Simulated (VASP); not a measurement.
# SnH5 (I4/mmm) in VASP: notebook

The runs below take SnH5 through single point, relaxation of cell and atoms, with PBE.

Program: VASP 6.6.1. These are calculated values, not measurements. Logs are shortened: lines on timing, memory, paths and dates and some standing lists are left out, and cuts for length are marked.

### 1 The cell of the first run

Symmetry: I4/mmm, No. 139, tetragonal system. Conventional cell: a = 3.987 Å, b = 3.987 Å, c = 6.070 Å, α = 90.00°, β = 90.00°, γ = 90.00°. Within 2.8 Å of Sn (site symmetry 4/mmm) lie 10 H at 2.09 to 2.51 Å. Within 2.7 Å of H (site symmetry -4m2) lie 8 H at 2.08 to 2.51 Å and 4 Sn at 2.51 Å. H (site symmetry 4/mmm) has 2 H at 0.94 Å within 1.3 Å. H (site symmetry 4mm) has 1 H at 0.94 Å within 1.3 Å.

### 2 Single point, PBE

INCAR reads:

```
SYSTEM = SnH5
PREC = Accurate
ENCUT = 520
EDIFF = 1E-6
ISMEAR = 0
SIGMA = 0.1
LREAL = .False.
LASPH = .True.
NELM = 80
ALGO = Normal
ISIF = 2
LWAVE = .False.
LCHARG = .True.
GGA = PE
LELF = .True.
LVHAR = .True.
NBANDS = 18
```

KPOINTS reads:

```
Automatic mesh
0
Gamma
  14 14 14
  0 0 0
```

POSCAR reads:

```
SnH5
1.0
   -1.9936630811      1.9936630811      3.0348431922
    1.9936630811     -1.9936630811      3.0348431922
    1.9936630811      1.9936630811     -3.0348431922
Sn H
1 5
Direct
    0.5000000000      0.5000000000      0.0000000000
    0.7500000000      0.2500000000      0.5000000000
    0.2500000000      0.7500000000      0.5000000000
    0.0000000000      0.0000000000      0.0000000000
    0.8448593552      0.8448593552      0.0000000000
    0.1551406448      0.1551406448      0.0000000000
```

Potentials or basis: VASP PAW PBE potentials, release 64 (Sn_d, H).

Started as:

```bash
$ cat potpaw_PBE.64/Sn_d/POTCAR potpaw_PBE.64/H/POTCAR > POTCAR
$ mpirun -np 1 vasp_std > vasp.out
```

OUTCAR:

```text
SYSTEM = SnH5
   PREC = Accurate
   ENCUT = 520
   EDIFF = 1E-6
   ISMEAR = 0
   LREAL = .False.
   LASPH = .True.
   NELM = 80
   ISIF = 2
   GGA = PE

 ion  position               nearest neighbor table
   1  0.500  0.500  0.000-   5 2.09   6 2.09
   2  0.750  0.250  0.500-
   3  0.250  0.750  0.500-
   4  0.000  0.000  0.000-
   5  0.845  0.845  0.000-   1 2.09
   6  0.155  0.155  0.000-   1 2.09

  LATTYP: Found a body centered tetragonal cell.
 ALAT       =     3.9873261622
 C/A-ratio  =     1.5222447669

  Lattice vectors:

 A1 = (  -1.9936630811,   1.9936630811,   3.0348431922)
 A2 = (   1.9936630811,  -1.9936630811,   3.0348431922)
 A3 = (   1.9936630811,   1.9936630811,  -3.0348431922)

Analysis of symmetry for initial positions (statically):
=====================================================================
 Subroutine PRICEL returns:
 Original cell was already a primitive cell.

 Routine SETGRP: Setting up the symmetry group for a
 body centered tetragonal supercell.

 Subroutine GETGRP returns: Found 16 space group operations
 (whereof 16 operations were pure point group operations)
 out of a pool of 16 trial point group operations.

The static configuration has the point symmetry D_4h.

Analysis of symmetry for dynamics (positions and initial velocities):
=====================================================================
 Subroutine PRICEL returns:
 Original cell was already a primitive cell.

 Routine SETGRP: Setting up the symmetry group for a
 body centered tetragonal supercell.

 Subroutine GETGRP returns: Found 16 space group operations
 (whereof 16 operations were pure point group operations)
 out of a pool of 16 trial point group operations.

The dynamic configuration has the point symmetry D_4h.

 Subroutine INISYM returns: Found 16 space group operations
 (whereof 16 operations are pure point group operations),
 and found     1 'primitive' translations

----------------------------------------------------------------------------------------

                                     Primitive cell

  volume of cell :      48.2503

[... 94 lines left out ...]
   ENCUT  =  520.0 eV  38.22 Ry    6.18 a.u.   7.70  7.70  7.70*2*pi/ulx,y,z
   NELM   =     80;   NELMIN=  2; NELMDL= -5     # of ELM steps
   EDIFF  = 0.1E-05   stopping-criterion for ELM
   LREAL  =      F    real-space projection
   EDIFFG = 0.1E-04   stopping-criterion for IOM
   NSW    =      0    number of steps for IOM
   IBRION =     -1    ionic relax: 0-MD 1-quasi-New 2-CG
   NFREE  =      0    steps in history (QN), initial steepest desc. (CG)
   ISIF   =      2    stress and relaxation
   ISYM   =      2    0-nonsym 1-usesym 2-fastsym
   POTIM  = 0.5000    time-step for ionic-motion
   TEBEG  =    0.0;   TEEND  =   0.0 temperature during run
   PSTRESS=    0.0 pullay stress
   NELECT =      19.0000    total number of electrons
   NUPDOWN=      -1.0000    fix difference up-down
   EMIN   =  10.00;   EMAX   =-10.00  energy-range for DOS
   EFERMI =   0.00;   METHOD = LEGACY
   ISMEAR =     0;   SIGMA  =   0.10  broadening in eV -4-tet -1-fermi 0-gaus
   EFERMI_NEDOS =   21; number of points for ismear=-14 and -15
   IALGO  =     38    algorithm
   IMIX   =      4    mixing-type and parameters
     AMIX     =   0.40;   BMIX     =  1.00
     AMIX_MAG =   1.60;   BMIX_MAG =  1.00
  volume/ion in A,a.u.               =       8.04        54.27
  Fermi-wavevector in a.u.,A,eV,Ry     =   1.199940  2.267557 19.590422  1.439855
  Thomas-Fermi vector in A             =   2.335789
   LORBIT       =      0    0 simple, 1 ext, 2 COOP (PROOUT), +10 PAW based schemes
   GGA     = PE    functional components
   LHFCALC =     F    Hartree Fock is set to
   AEXX    =    0.0000 exact exchange contribution
   IVDW    =     0    specifies the selected vdW correction
   LEPSILON=     F    determine dielectric tensor
   LRPA    =     F    only Hartree local field effects (RPA)
 non-spin polarized calculation
 Gauss-broadening in eV      SIGMA  =   0.10
  energy-cutoff  :      520.00
  volume of cell :       48.25
 maximum number of plane-waves:      1323
   NGX = 15   NGY = 15   NGZ = 15

 number of electron      18.9999994 magnetization

 Free energy of the ion-electron system (eV)
  ---------------------------------------------------
  ext. energy  EPLUGINS =         0.00000000
  ---------------------------------------------------
  free energy    TOTEN  =       -16.71049256 eV

  energy without entropy =      -16.70488934  energy(sigma->0) =      -16.70769095

 E-fermi :   4.4555     XC(G=0):  -9.8851

 val. band max:        4.4496553970   @ k =   0.2143   0.2143   0.0714
 cond. band min:       4.4571849098   @ k =  -0.4286   0.4286   0.0000
 fundamental gap:      0.0075295128
 Fermi energy:         4.4554911154

 k-point     1 :       0.0000    0.0000    0.0000
  band No.  band energies     occupation
      1     -17.2033      2.00000
      2     -17.1932      2.00000
      3     -17.1218      2.00000
      4     -17.1140      2.00000
      5     -17.1140      2.00000
      6      -7.4212      2.00000
[... 481 lines left out ...]
      5     -17.1033      2.00000
      6      -5.8659      2.00000
[... 10 lines left out ...]
     17      16.2897      0.00000
     18      18.1333      0.00000

 [... further k-points ...]

------------------------ aborting loop because EDIFF is reached ----------------------------------------

  FORCE on cell =-STRESS in cart. coord.  units (eV):
  Direction    XX          YY          ZZ          XY          YZ          ZX
  --------------------------------------------------------------------------------------
  -------------------------------------------------------------------------------------
  Total       -0.0660313     -0.0660313     -0.0407564      0.0000000      0.0000000      0.0000000
  in kB       -2.1926068     -2.1926068     -1.3533392      0.0000000      0.0000000      0.0000000
  external PRESSURE =      -1.9128509 kB  Pullay stress =       0.0000000 kB

 VOLUME and BASIS-vectors are now :
 -----------------------------------------------------------------------------
  energy-cutoff  :      520.00
  volume of cell :       48.25
      direct lattice vectors                 reciprocal lattice vectors
    -1.993663081  1.993663081  3.034843192     0.000000000  0.250794633  0.164753158
     1.993663081 -1.993663081  3.034843192     0.250794633  0.000000000  0.164753158
     1.993663081  1.993663081 -3.034843192     0.250794633  0.250794633  0.000000000

 POSITION                                       TOTAL-FORCE (eV/Angst)
 -----------------------------------------------------------------------------------
      0.00000      0.00000      3.03484        -0.000000     -0.000000      0.000000
      0.00000      1.99366      1.51742        -0.000000     -0.000000     -0.000000
      1.99366      0.00000      1.51742        -0.000000     -0.000000     -0.000000
      0.00000      0.00000      0.00000        -0.000000     -0.000000     -0.000000
      0.00000      0.00000      5.12803         0.000000      0.000000      0.001132
      0.00000      0.00000      0.94166         0.000000      0.000000     -0.001132
 -----------------------------------------------------------------------------------
    total drift:                               -0.000000      0.000000     -0.000000

  FREE ENERGIE OF THE ION-ELECTRON SYSTEM (eV)
  ---------------------------------------------------
  free  energy   TOTEN  =       -16.7104925638 eV

  energy  without entropy=      -16.7048893446  energy(sigma->0) =      -16.70769095
```

It took 3.8 min on 1 thread of AMD EPYC 7R13, shared host; peak memory 0.29 GiB.

Results:

```yaml
Free_energy: -16.7105 eV
Pressure: -0.2 GPa
```

Stress tensor (GPa, compression positive):
```
-0.22  0.00  0.00
 0.00 -0.22  0.00
 0.00  0.00 -0.14
```

Levels at points of the mesh, in eV from the Fermi level:
| k point | band 7 | band 8 | band 9 | band 10 | band 11 | band 12 |
| --- | --- | --- | --- | --- | --- | --- |
| (0.00, 0.00, 0.00) | -4.07 | -1.85 | -0.57 | 2.90 | 3.24 | 3.24 |
| (0.50, 0.00, 0.00) | -8.16 | -2.82 | -0.49 | 0.30 | 1.06 | 2.59 |
| (0.50, 0.50, 0.00) | -5.45 | -4.97 | -3.70 | -2.34 | -0.10 | 6.81 |
| (0.50, 0.50, 0.50) | -7.43 | -6.08 | -1.76 | 0.37 | 0.37 | 3.44 |

Caveat: spin-orbit coupling is left out, which moves the levels of the heavy elements.

### 3 Relaxation of cell and atoms, PBE

This run uses another cell than the first one, of 8.07 Å³/atom, 1.003 times its volume.

INCAR reads:

```
PREC = Accurate
ENCUT = 600
EDIFF = 1E-7
ISMEAR = 0
SIGMA = 0.1
LREAL = False
LASPH = True
NELM = 60
ALGO = Normal
ISIF = 3
LWAVE = False
LCHARG = False
GGA = PE
IBRION = 2
NSW = 100
EDIFFG = -0.01
```

KPOINTS reads:

```
Automatic mesh
0
Gamma
  14 14 14
```

POSCAR reads:

```
SnH5
1.0
   -2.0157792300      2.0157792300      2.9777216024
    2.0157792300     -2.0157792300      2.9777216024
    2.0157792300      2.0157792300     -2.9777216024
Sn H
1 5
Direct
    0.5000000000      0.5000000000      0.0000000000
    0.7500000000      0.2500000000      0.5000000000
    0.2500000000      0.7500000000      0.5000000000
    0.0000000000      0.0000000000      0.0000000000
    0.8424652111      0.8424652111      0.0000000000
    0.1575347889      0.1575347889      0.0000000000
```

Potentials or basis: VASP PAW PBE potentials, release 64 (Sn_d, H).

Started as:

```bash
$ cat potpaw_PBE.64/Sn_d/POTCAR potpaw_PBE.64/H/POTCAR > POTCAR
$ mpirun -np 1 vasp_std > vasp.out
```

OUTCAR:

```text
PREC = Accurate
   ENCUT = 600
   EDIFF = 1E-7
   ISMEAR = 0
   LREAL = False
   LASPH = True
   NELM = 60
   ISIF = 3
   GGA = PE
   IBRION = 2
   NSW = 100
   EDIFFG = -0.01

 ion  position               nearest neighbor table
   1  0.500  0.500  0.000-   5 2.04   6 2.04
   2  0.750  0.250  0.500-
   3  0.250  0.750  0.500-
   4  0.000  0.000  0.000-
   5  0.842  0.842  0.000-   1 2.04
   6  0.158  0.158  0.000-   1 2.04

  LATTYP: Found a body centered tetragonal cell.
 ALAT       =     4.0315584600
 C/A-ratio  =     1.4772062129

  Lattice vectors:

 A1 = (  -2.0157792300,   2.0157792300,   2.9777216024)
 A2 = (   2.0157792300,  -2.0157792300,   2.9777216024)
 A3 = (   2.0157792300,   2.0157792300,  -2.9777216024)

Analysis of symmetry for initial positions (statically):
=====================================================================
 Subroutine PRICEL returns:
 Original cell was already a primitive cell.

 Routine SETGRP: Setting up the symmetry group for a
 body centered tetragonal supercell.

 Subroutine GETGRP returns: Found 16 space group operations
 (whereof 16 operations were pure point group operations)
 out of a pool of 16 trial point group operations.

The static configuration has the point symmetry D_4h.

Analysis of symmetry for dynamics (positions and initial velocities):
=====================================================================
 Subroutine PRICEL returns:
 Original cell was already a primitive cell.

 Routine SETGRP: Setting up the symmetry group for a
 body centered tetragonal supercell.

 Subroutine GETGRP returns: Found 16 space group operations
 (whereof 16 operations were pure point group operations)
 out of a pool of 16 trial point group operations.

The dynamic configuration has the point symmetry D_4h.

 Subroutine INISYM returns: Found 16 space group operations
 (whereof 16 operations are pure point group operations),
[... 145 lines left out ...]

 number of electron      19.0000002 magnetization

 Free energy of the ion-electron system (eV)
  ---------------------------------------------------
  ext. energy  EPLUGINS =         0.00000000
  ---------------------------------------------------
  free energy    TOTEN  =       -16.71107626 eV

  energy without entropy =      -16.70528618  energy(sigma->0) =      -16.70818122

------------------------ aborting loop because EDIFF is reached ----------------------------------------

  FORCE on cell =-STRESS in cart. coord.  units (eV):
  Direction    XX          YY          ZZ          XY          YZ          ZX
  --------------------------------------------------------------------------------------
  -------------------------------------------------------------------------------------
  Total        0.0338763      0.0338763      0.0681583      0.0000000      0.0000000      0.0000000
  in kB        1.1214429      1.1214429      2.2563126      0.0000000      0.0000000      0.0000000
  external PRESSURE =       1.4997328 kB  Pullay stress =       0.0000000 kB
[... 107 lines left out ...]
--------------------------------------- Ionic step        4  -------------------------------------------

 number of electron      19.0000002 magnetization

 Free energy of the ion-electron system (eV)
  ---------------------------------------------------
  ext. energy  EPLUGINS =         0.00000000
  ---------------------------------------------------
  free energy    TOTEN  =       -16.71129888 eV

  energy without entropy =      -16.70523463  energy(sigma->0) =      -16.70826675

 E-fermi :   4.4199     XC(G=0):  -9.8405

 val. band max:        4.4178089458   @ k =   0.4286   0.0714  -0.0000
 cond. band min:       4.4201992681   @ k =  -0.2857   0.0714   0.0000
 fundamental gap:      0.0023903223
 Fermi energy:         4.4199155664

 k-point     1 :       0.0000    0.0000    0.0000
  band No.  band energies     occupation
      1     -17.2869      2.00000
      2     -17.2824      2.00000
      3     -17.2061      2.00000
      4     -17.1944      2.00000
      5     -17.1944      2.00000
      6      -7.4757      2.00000
      7       0.2479      2.00000
      8       2.2992      2.00000
      9       3.8426      2.00000
     10       7.3222      0.00000
     11       7.6246      0.00000
     12       7.6246      0.00000
     13       9.8216      0.00000
[... 354 lines left out ...]
  band No.  band energies     occupation
      1     -17.2849      2.00000
      2     -17.2784      2.00000
      3     -17.2095      2.00000
      4     -17.1887      2.00000
      5     -17.1833      2.00000
      6      -5.9320      2.00000
      7      -2.4270      2.00000
      8       1.6534      2.00000
      9       3.3209      2.00000
     10       4.4723      0.45883
     11       6.0903      0.00000
     12       7.3924      0.00000
     13       9.4230      0.00000

 [... further k-points ...]

------------------------ aborting loop because EDIFF is reached ----------------------------------------

  FORCE on cell =-STRESS in cart. coord.  units (eV):
  Direction    XX          YY          ZZ          XY          YZ          ZX
  --------------------------------------------------------------------------------------
  -------------------------------------------------------------------------------------
  Total       -0.0188407     -0.0188407      0.0222844      0.0000000     -0.0000000      0.0000000
  in kB       -0.6211727     -0.6211727      0.7347127      0.0000000     -0.0000000      0.0000000
  external PRESSURE =      -0.1692109 kB  Pullay stress =       0.0000000 kB
[... 21 lines left out ...]
  FREE ENERGIE OF THE ION-ELECTRON SYSTEM (eV)
  ---------------------------------------------------
  free  energy   TOTEN  =       -16.7112988757 eV

  energy  without entropy=      -16.7052346273  energy(sigma->0) =      -16.70826675

 reached required accuracy - stopping structural energy minimisation
```

OSZICAR:

```text
N       E                     dE             d eps       ncg     rms          rms(c)
DAV:   1     0.988517895818E+02    0.98852E+02   -0.99795E+03  6364   0.194E+03
DAV:   2    -0.904367264783E+01   -0.10790E+03   -0.10594E+03  6674   0.395E+02
DAV:   3    -0.174451116026E+02   -0.84014E+01   -0.82735E+01  7924   0.956E+01
[... 34 lines left out ...]
DAV:   3    -0.167113052302E+02    0.67091E-04   -0.20740E-04  8131   0.252E-01    0.806E-03
DAV:   4    -0.167112993643E+02    0.58660E-05   -0.14104E-05  7439   0.584E-02    0.244E-03
DAV:   5    -0.167112990792E+02    0.28503E-06   -0.83663E-07  7812   0.136E-02    0.121E-03
DAV:   6    -0.167112989627E+02    0.11657E-06   -0.92987E-08  3407   0.336E-03    0.320E-04
DAV:   7    -0.167112988757E+02    0.86923E-07   -0.25799E-08  3272   0.211E-03
   4 F= -.16711299E+02 E0= -.16708267E+02  d E =-.429787E-04
```

CONTCAR:

```text
SnH5
   1.00000000000000
    -2.0174668922694683    2.0174668922694683    2.9848461481413362
     2.0174668922694683   -2.0174668922694683    2.9848461481413362
     2.0174668922694683    2.0174668922694683   -2.9848461481413362
  Sn              H
     1     5
Direct
     0.5000000000000000    0.5000000000000000    0.0000000000000000
     0.7500000000000000    0.2500000000000000    0.5000000000000000
     0.2500000000000000    0.7500000000000000    0.5000000000000000
     0.0000000000000000    0.0000000000000000    0.0000000000000000
     0.8431058174186626    0.8431058174186626    0.0000000000000000
     0.1568941825813373    0.1568941825813373    1.0000000000000000

  0.00000000E+00  0.00000000E+00  0.00000000E+00
  0.00000000E+00  0.00000000E+00  0.00000000E+00
  0.00000000E+00  0.00000000E+00  0.00000000E+00
  0.00000000E+00  0.00000000E+00  0.00000000E+00
  0.00000000E+00  0.00000000E+00  0.00000000E+00
  0.00000000E+00  0.00000000E+00  0.00000000E+00
```

It took 14 min on 1 thread of AMD EPYC 7R13, shared host; peak memory 0.33 GiB.

Results:

| Quantity | Value |
| --- | --- |
| Free energy | -16.7113 eV |
| Relaxed volume | 8.10 Å³/atom |
| Relaxed cell | a = 4.129 Å, b = 4.129 Å, c = 4.129 Å, α = 121.50°, β = 121.50°, γ = 87.42° |
| Space group after relaxing (to 0.05 Å) | I4/mmm (No. 139) |
| Energy gained by relaxing | 0.0 meV/atom |
| Ionic steps | 4 |
| Pressure after relaxing | 0.0 GPa |
| Largest force after relaxing | 0.005 eV/Å |

Forces in eV/Å, atoms in the order of the input:
```
Sn   0.000  0.000  0.000
H    0.000  0.000  0.000
H    0.000  0.000  0.000
H    0.000  0.000  0.000
H    0.000  0.000 -0.005
H    0.000  0.000  0.005
```

Step by step:
| step | energy change (eV) | largest force (eV/Å) | pressure (GPa) | volume (Å³) |
| --- | --- | --- | --- | --- |
| 1 | 0.0000 | 0.0322 | 0.15 | 48.40 |
| 2 | -0.0001 | 0.0131 | 0.12 | 48.45 |
| 3 | -0.0002 | 0.0154 | 0.07 | 48.53 |
| 4 | -0.0002 | 0.0046 | -0.02 | 48.60 |

Final structure:
```
Sn H
1.0
    -2.01747    2.01747    2.98485
     2.01747   -2.01747    2.98485
     2.01747    2.01747   -2.98485
Sn H
1 5
Direct
  0.50000 0.50000 0.00000
  0.75000 0.25000 0.50000
  0.25000 0.75000 0.50000
  0.00000 0.00000 0.00000
  0.84311 0.84311 0.00000
  0.15689 0.15689 0.00000
```

Caveat: spin-orbit coupling is left out, which moves the levels of the heavy elements.
